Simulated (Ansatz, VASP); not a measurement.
Cl: VASP beside Ansatz

```
Cl
1.0
     3.26418   -2.07070    0.00000
     3.26418    2.07070    0.00000
     0.00000    0.00000    8.26300
Cl
4
Direct
  0.88046 0.11954 0.10591
  0.61954 0.38046 0.60591
  0.11954 0.88046 0.89409
  0.38046 0.61954 0.39409
```

Alike in both runs: task single point; functional r2SCAN; k mesh 6 × 6 × 4; occupations gaussian, width 0.02 eV; no spin polarisation.

|  | VASP | Ansatz |
| --- | --- | --- |
| version | VASP 6.6.1 | Ansatz 0.2.0 |
| potentials or method | VASP PAW PBE potentials, release 64 (Cl), cutoff 520 eV | scalar-relativistic, plane waves, PAW |
| valence electrons in the cell | 28 | 28 |

|  | VASP | Ansatz | Ansatz less VASP |
| --- | --- | --- | --- |
| gap on the k mesh at the Fermi level (eV) | 2.68 | 2.65 | -0.029 |
| least direct gap on the mesh (eV) | 2.68 | 2.65 | -0.029 |

VASP's potentials were made for PBE, not for r2SCAN. With one functional, cell and mesh, what is left measures potentials, basis and numerics.
